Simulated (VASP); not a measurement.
Set up this calculation in VASP 6.6.1, as the native input.

```
Task                   : single point
Functional             : LDA
Potentials or basis    : VASP PAW LDA potentials, release 64 (Mo_sv)
Cutoff                 : 520 eV
k mesh                 : 9 × 9 × 14
Occupations            : fermi-dirac, width 0.1 eV
Spin                   : no spin polarisation
Dipole correction      : no
Further INCAR settings : ALGO = Normal; EDIFF = 1e-07; NBANDS = 28
```

The structure of Mo lies in POSCAR:

```
Mo
1.0
    4.7708381917      0.0000000000      0.0000000000
   -2.3854190959      4.1316670714      0.0000000000
    0.0000000000      0.0000000000      2.6155768734
Mo
3
Direct
    0.0000000000      1.0000000000      1.0000000000
    0.3333333333      0.6666666667      0.5000000000
    0.6666666667      0.3333333333      0.5000000000
```

This cell differs from its parent crystal: volume scaled by 1.12.

These files were run (other wordings do the same):

INCAR

```
SYSTEM = Mo
PREC = Accurate
ENCUT = 520
EDIFF = 1E-7
ISMEAR = -1
SIGMA = 0.1
LREAL = .False.
LASPH = .True.
NELM = 100
ALGO = Normal
ISIF = 2
LWAVE = .False.
LCHARG = .True.
LELF = .True.
LVHAR = .True.
NBANDS = 28
```

KPOINTS

```
Automatic mesh
0
Gamma
  9 9 14
  0 0 0
```

Potentials or basis: VASP PAW LDA potentials, release 64 (Mo_sv).

The run is started by

```bash
$ cat potpaw_LDA.64/Mo_sv/POTCAR > POTCAR
$ mpirun -np 1 vasp_std > vasp.out
```

Results of the run:

```json
{
 "Pressure": "-23.1 GPa",
 "Band gap on the k mesh": "zero (band 21 reaches 11.59 eV, above the bottom of band 22 at 10.34 eV)"
}
```

Run time: 45 s on 1 thread of Intel(R) Xeon(R) 6975P-C (Granite Rapids), on a shared host, peak memory 0.21 GiB.
